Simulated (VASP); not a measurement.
Runs of VASP 6.6.1 on ZnO. The structure is that of space group Fm-3m (No. 225), or close to it. The cells are those of the table. 

| cell | gap on the mesh (eV) | pressure (GPa) |
| --- | --- | --- |
| a = 3.107, b = 3.107, c = 3.145 Å, angles 59.6, 59.6, 60.8°, 2 atoms | 0.42 | (b) |
| a = 3.183, b = 3.183, c = 3.145 Å, angles 60.4, 60.4, 59.2°, 2 atoms | 0.22 | (a) |
| a = 3.109, b = 3.109, c = 2.991 Å, angles 61.2, 61.2, 57.5°, 2 atoms | 0.53 | -12.3 |
| a = 3.183, b = 3.183, c = 3.221 Å, angles 59.6, 59.6, 60.8°, 2 atoms | (d) | -26.4 |
| a = 3.146, b = 3.146, c = 3.068 Å, angles 60.8, 60.8, 58.4°, 2 atoms | 0.37 | -19.5 |
| a = 3.107, b = 3.107, c = 3.068 Å, angles 60.4, 60.4, 59.2°, 2 atoms | (c) | -17.0 |

Alike in all rows: task single point; level LDA; potentials or basis VASP PAW LDA potentials, release 64 (Zn, O); no spin polarisation; k mesh 12 × 12 × 12; cutoff (eV) 520; smearing gaussian 0.05 eV.

**Question.** Fill in the values left out.

**Answer.** (a) -24.6; (b) -19.9; (c) 0.52; (d) 0.13.

Caveats: the cell stands under tension.

A k mesh can miss the band edges.
